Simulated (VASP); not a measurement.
# SnTe (R-3m) in VASP: further runs

The runs below take SnTe through single point, with r2SCAN.

All numbers are computed with VASP 6.6.1; they aren't measurements. Logs are shortened: lines on timing, memory, paths and dates and some standing lists are left out, and cuts for length are marked.

## 1. The cell of the first run

Symmetry: R-3m, No. 166, trigonal system. Conventional cell: a = 4.375 Å, b = 4.375 Å, c = 11.394 Å, α = 90.00°, β = 90.00°, γ = 120.00°. Within 4.2 Å of Sn (site symmetry -3m) lie 6 Te at 3.16 Å. Te (site symmetry -3m) has 6 Sn at 3.16 Å within 4.2 Å.

## 2. Single point, r2SCAN (epitaxial 111 strain -3.0%)

Input file POSCAR:

```
SnTe
1.0
    0.1303180910      3.2239685261      3.2239685261
    3.2239685261      0.1303180910      3.2239685261
    3.2239685261      3.2239685261      0.1303180910
Sn Te
1 1
Direct
    0.0000000000      0.0000000000      0.0000000000
    0.5000000000      0.5000000000      0.5000000000
```

Input file INCAR.step1:

```
SYSTEM = SnTe
PREC = Accurate ; ENCUT = 520
ISMEAR = -1 ; SIGMA = 0.02
LREAL = .False. ; LASPH = .True.
NELM = 80 ; NBANDS = 17
GGA = PE ; ALGO = Normal
EDIFF = 1E-4 ; LWAVE = .True.
LCHARG = .False.
```

Input file INCAR.step2:

```
SYSTEM = SnTe
PREC = Accurate ; ENCUT = 520
EDIFF = 1E-7 ; ISMEAR = -1
SIGMA = 0.02 ; LREAL = .False.
LASPH = .True. ; NELM = 80
ALGO = Normal ; ISIF = 2
LWAVE = .False. ; LCHARG = .False.
METAGGA = R2SCAN ; LMIXTAU = .True.
NBANDS = 17 ; ISTART = 1
```

Input file KPOINTS:

```
regular mesh
0
Gamma
  8 8 8
  0 0 0
```

Potentials or basis: VASP PAW PBE potentials, release 64 (Sn_d, Te).

Command:

```
cat potpaw_PBE.64/Sn_d/POTCAR potpaw_PBE.64/Te/POTCAR > POTCAR
cp INCAR.step1 INCAR
mpirun -np 1 vasp_std > vasp.out
cp INCAR.step2 INCAR
mpirun -np 1 vasp_std > vasp.out
```

OUTCAR:

```text
SYSTEM = SnTe
   PREC = Accurate
   ENCUT = 520
   EDIFF = 1E-7
   ISMEAR = -1
   LREAL = .False.
   LASPH = .True.
   NELM = 80
   ISIF = 2
   METAGGA = R2SCAN
   ISTART = 1

 ion  position               nearest neighbor table
   1  0.000  0.000  0.000-   2 3.16   2 3.16   2 3.16   2 3.16   2 3.16   2 3.16
   2  0.500  0.500  0.500-   1 3.16   1 3.16   1 3.16   1 3.16   1 3.16   1 3.16

  LATTYP: Found a trigonal (rhomboedric) cell.
 ALAT       =     4.5612420369
 COS(alpha) =     0.5399804993

  Lattice vectors:

 A1 = (   0.1303180910,   3.2239685261,   3.2239685261)
 A2 = (   3.2239685261,   0.1303180910,   3.2239685261)
 A3 = (   3.2239685261,   3.2239685261,   0.1303180910)

Analysis of symmetry for initial positions (statically):
=====================================================================
 Subroutine PRICEL returns:
 Original cell was already a primitive cell.

 Routine SETGRP: Setting up the symmetry group for a
 trigonal (rhombohedral) supercell.

 Subroutine GETGRP returns: Found 12 space group operations
 (whereof 12 operations were pure point group operations)
 out of a pool of 12 trial point group operations.

The static configuration has the point symmetry D_3d.

Analysis of symmetry for dynamics (positions and initial velocities):
=====================================================================
 Subroutine PRICEL returns:
 Original cell was already a primitive cell.

 Routine SETGRP: Setting up the symmetry group for a
 trigonal (rhombohedral) supercell.

 Subroutine GETGRP returns: Found 12 space group operations
 (whereof 12 operations were pure point group operations)
 out of a pool of 12 trial point group operations.

The dynamic configuration has the point symmetry D_3d.

 Subroutine INISYM returns: Found 12 space group operations
 (whereof 12 operations are pure point group operations),
 and found     1 'primitive' translations

----------------------------------------------------------------------------------------

                                     Primitive cell

  volume of cell :      62.9583

  direct lattice vectors                    reciprocal lattice vectors
     0.130318091  3.223968526  3.223968526    -0.164823152  0.158419574  0.158419574
     3.223968526  0.130318091  3.223968526     0.158419574 -0.164823152  0.158419574
[... 75 lines left out ...]
 SYSTEM =  SnTe
   PREC   = accura    normal or accurate (medium, high low for compatibility)
   ISTART =      1    job   : 0-new  1-cont  2-samecut
   ICHARG =      0    charge: 1-file 2-atom 10-const
   ISPIN  =      1    spin polarized calculation?
   LNONCOLLINEAR =      F non collinear calculations
   LSORBIT =      F    spin-orbit coupling
   LASPH  =      T    aspherical Exc in radial PAW
   ENCUT  =  520.0 eV  38.22 Ry    6.18 a.u.   8.48  8.48  8.48*2*pi/ulx,y,z
   NELM   =     80;   NELMIN=  2; NELMDL=  0     # of ELM steps
   EDIFF  = 0.1E-06   stopping-criterion for ELM
   LREAL  =      F    real-space projection
   EDIFFG = 0.1E-05   stopping-criterion for IOM
   NSW    =      0    number of steps for IOM
   IBRION =     -1    ionic relax: 0-MD 1-quasi-New 2-CG
   NFREE  =      0    steps in history (QN), initial steepest desc. (CG)
   ISIF   =      2    stress and relaxation
   ISYM   =      2    0-nonsym 1-usesym 2-fastsym
   POTIM  = 0.5000    time-step for ionic-motion
   TEBEG  =    0.0;   TEEND  =   0.0 temperature during run
   PSTRESS=    0.0 pullay stress
   NELECT =      20.0000    total number of electrons
   NUPDOWN=      -1.0000    fix difference up-down
   EMIN   =  10.00;   EMAX   =-10.00  energy-range for DOS
   EFERMI =   0.00;   METHOD = LEGACY
   ISMEAR =    -1;   SIGMA  =   0.02  broadening in eV -4-tet -1-fermi 0-gaus
   EFERMI_NEDOS =   21; number of points for ismear=-14 and -15
   IALGO  =     38    algorithm
   IMIX   =      4    mixing-type and parameters
     AMIX     =   0.40;   BMIX     =  1.00
     AMIX_MAG =   1.60;   BMIX_MAG =  1.00
  volume/ion in A,a.u.               =      31.48       212.43
  Fermi-wavevector in a.u.,A,eV,Ry     =   1.117036  2.110892 16.976928  1.247769
  Thomas-Fermi vector in A             =   2.253655
   LORBIT       =      0    0 simple, 1 ext, 2 COOP (PROOUT), +10 PAW based schemes
   METAGGA = R2SCAN    functional components
   LHFCALC =     F    Hartree Fock is set to
   AEXX    =    0.0000 exact exchange contribution
   IVDW    =     0    specifies the selected vdW correction
   LEPSILON=     F    determine dielectric tensor
   LRPA    =     F    only Hartree local field effects (RPA)
 non-spin polarized calculation
  energy-cutoff  :      520.00
  volume of cell :       62.96
 maximum number of plane-waves:      1727
 NGX is ok and might be reduce to    36
   NGX = 17   NGY = 17   NGZ = 17

 number of electron      19.9999995 magnetization

 Free energy of the ion-electron system (eV)
  ---------------------------------------------------
  ext. energy  EPLUGINS =         0.00000000
  ---------------------------------------------------
  free energy    TOTEN  =       -50.66327443 eV

  energy without entropy =      -50.66311667  energy(sigma->0) =      -50.66319555

 E-fermi :   6.8708     XC(G=0): -10.0400

 val. band max:        6.7588292681   @ k =   0.3750   0.3750   0.3750
 cond. band min:       6.8842257201   @ k =   0.5000   0.0000   0.0000
 fundamental gap:      0.1253964521
 Fermi energy:         6.8707665331

 k-point     1 :       0.0000    0.0000    0.0000
  band No.  band energies     occupation
      1     -15.8278      2.00000
      2     -15.8278      2.00000
      3     -15.8169      2.00000
      4     -15.8169      2.00000
      5     -15.8169      2.00000
      6      -6.5061      2.00000
[... 457 lines left out ...]
      4     -15.8133      2.00000
      5     -15.8121      2.00000
      6      -5.7115      2.00000
[... 9 lines left out ...]
     16      14.5262      0.00000
     17      16.3594      0.00000

 [... further k-points ...]
[... 5 lines left out ...]
  --------------------------------------------------------------------------------------
  -------------------------------------------------------------------------------------
  Total        0.4588183      0.4588183      0.4588183     -0.2792441     -0.2792441     -0.2792441
  in kB       11.6761080     11.6761080     11.6761080     -7.1062638     -7.1062638     -7.1062638
  external PRESSURE =      11.6761080 kB  Pullay stress =       0.0000000 kB

 VOLUME and BASIS-vectors are now :
 -----------------------------------------------------------------------------
  energy-cutoff  :      520.00
  volume of cell :       62.96
      direct lattice vectors                 reciprocal lattice vectors
     0.130318091  3.223968526  3.223968526    -0.164823152  0.158419574  0.158419574
     3.223968526  0.130318091  3.223968526     0.158419574 -0.164823152  0.158419574
     3.223968526  3.223968526  0.130318091     0.158419574  0.158419574 -0.164823152

 POSITION                                       TOTAL-FORCE (eV/Angst)
 -----------------------------------------------------------------------------------
      0.00000      0.00000      0.00000         0.000000     -0.000000      0.000000
      3.28913      3.28913      3.28913        -0.000000      0.000000     -0.000000
 -----------------------------------------------------------------------------------
    total drift:                               -0.000000      0.000000      0.000000

  FREE ENERGIE OF THE ION-ELECTRON SYSTEM (eV)
  ---------------------------------------------------
  free  energy   TOTEN  =       -50.6632744330 eV

  energy  without entropy=      -50.6631166670  energy(sigma->0) =      -50.66319555
```

OSZICAR.step1:

```text
N       E                     dE             d eps       ncg     rms          rms(c)
DAV:   1     0.124338697341E+03    0.12434E+03   -0.94967E+03  2220   0.136E+03
DAV:   2     0.379913397997E+01   -0.12054E+03   -0.11749E+03  2398   0.330E+02
DAV:   3    -0.725836663368E+01   -0.11058E+02   -0.10965E+02  2747   0.888E+01
DAV:   4    -0.757367106868E+01   -0.31530E+00   -0.31509E+00  2641   0.156E+01
DAV:   5    -0.758643487711E+01   -0.12764E-01   -0.12763E-01  3267   0.304E+00    0.462E+00
DAV:   6    -0.753056004854E+01    0.55875E-01   -0.12926E-01  2952   0.237E+00    0.288E+00
DAV:   7    -0.753181518463E+01   -0.12551E-02   -0.54359E-02  2716   0.111E+00    0.777E-01
DAV:   8    -0.753203145647E+01   -0.21627E-03   -0.76268E-03  2817   0.693E-01    0.179E-01
DAV:   9    -0.753215446920E+01   -0.12301E-03   -0.69790E-04  2928   0.255E-01    0.366E-02
DAV:  10    -0.753214123145E+01    0.13238E-04   -0.11724E-04  1894   0.956E-02
   1 F= -.75321412E+01 E0= -.75320552E+01  d E =-.172070E-03
```

Wall time 1.8 min (1 thread of Intel Xeon 6975P-C (Granite Rapids), shared host); peak memory 0.25 GiB.

Results:

```
Free energy            : -50.6633 eV
Pressure               : 1.2 GPa
Band gap on the k mesh : zero (bands 10 and 11 overlap by 0.49 eV)
```

Stress tensor (GPa, compression positive):
```
 1.17 -0.71 -0.71
-0.71  1.17 -0.71
-0.71 -0.71  1.17
```

Levels at points of the mesh, in eV from the Fermi level:
```
           k point  band 8  band 9  band 10  band 11  band 12  band 13
(0.00, 0.00, 0.00)   -2.80   -2.19    -2.19     3.43     3.43     3.66
(0.50, 0.00, 0.00)   -2.22   -1.98    -0.14     0.01     0.35     0.40
(0.50, 0.50, 0.00)   -5.86   -4.22    -3.79     2.44     5.02     5.18
(0.50, 0.50, 0.50)   -1.81   -1.81     0.51     0.56     0.65     0.65
```

Caveat: the cell differs from its parent crystal (epitaxial 111 strain -3.0%); semilocal functionals underestimate gaps, and a narrow one can read as zero; the PAW data sets were made with another functional, which shifts forces and pressure a little; spin-orbit coupling is left out, which moves the levels of the heavy elements.

## 3. Single point, r2SCAN (epitaxial 111 strain +3.0%)

Input file POSCAR:

```
SnTe
1.0
   -0.1343357819      3.1506744739      3.1506744739
    3.1506744739     -0.1343357819      3.1506744739
    3.1506744739      3.1506744739     -0.1343357819
Sn Te
1 1
Direct
    0.0000000000      0.0000000000      0.0000000000
    0.5000000000      0.5000000000      0.5000000000
```

Input file INCAR.step1:

```
SYSTEM = SnTe
ALGO = Normal
EDIFF = 1E-4
ENCUT = 520
GGA = PE
ISMEAR = -1
LASPH = .TRUE.
LCHARG = .FALSE.
LREAL = .FALSE.
LWAVE = .TRUE.
NBANDS = 17
NELM = 60
PREC = Accurate
SIGMA = 0.02
```

Input file INCAR.step2:

```
SYSTEM = SnTe
ALGO = Normal
EDIFF = 1E-6
ENCUT = 520
ISIF = 2
ISMEAR = -1
ISTART = 1
LASPH = .TRUE.
LCHARG = .FALSE.
LMIXTAU = .TRUE.
LREAL = .FALSE.
LWAVE = .FALSE.
METAGGA = R2SCAN
NBANDS = 17
NELM = 60
PREC = Accurate
SIGMA = 0.02
```

Input file KPOINTS:

```
k-points
0
G
  8 8 8
  0 0 0
```

Potentials or basis: VASP PAW PBE potentials, release 64 (Sn_d, Te).

Command:

```
cat potpaw_PBE.64/Sn_d/POTCAR potpaw_PBE.64/Te/POTCAR > POTCAR
cp INCAR.step1 INCAR
mpirun -np 1 vasp_std > vasp.out
cp INCAR.step2 INCAR
mpirun -np 1 vasp_std > vasp.out
```

Wall time 90 s (1 thread of Intel Xeon 6975P-C (Granite Rapids), shared host); peak memory 0.27 GiB.

Results (log left out):

```yaml
Free_energy: -50.6620 eV
Pressure: -1.2 GPa
Band_gap_on_the_k_mesh: zero (bands 10 and 11 overlap by 0.23 eV)
```

Stress tensor (GPa, compression positive):
```
-1.22  0.67  0.67
 0.67 -1.22  0.67
 0.67  0.67 -1.22
```

Levels at points of the mesh, in eV from the Fermi level:
```csv
k point,band 8,band 9,band 10,band 11,band 12,band 13
"(0.00, 0.00, 0.00)",-2.54,-2.54,-2.00,3.10,3.34,3.34
"(0.50, 0.00, 0.00)",-2.03,-1.84,-0.01,0.07,0.31,0.66
"(0.50, 0.50, 0.00)",-5.58,-4.06,-3.64,2.53,4.59,4.80
"(0.50, 0.50, 0.50)",-2.21,-2.21,-0.48,-0.24,0.05,0.05
```

Caveat: the cell differs from its parent crystal (epitaxial 111 strain +3.0%); semilocal functionals underestimate gaps, and a narrow one can read as zero; the PAW data sets were made with another functional, which shifts forces and pressure a little; spin-orbit coupling is left out, which moves the levels of the heavy elements.

The gap in the log of VASP goes by the Fermi energy; the results here count the filled bands.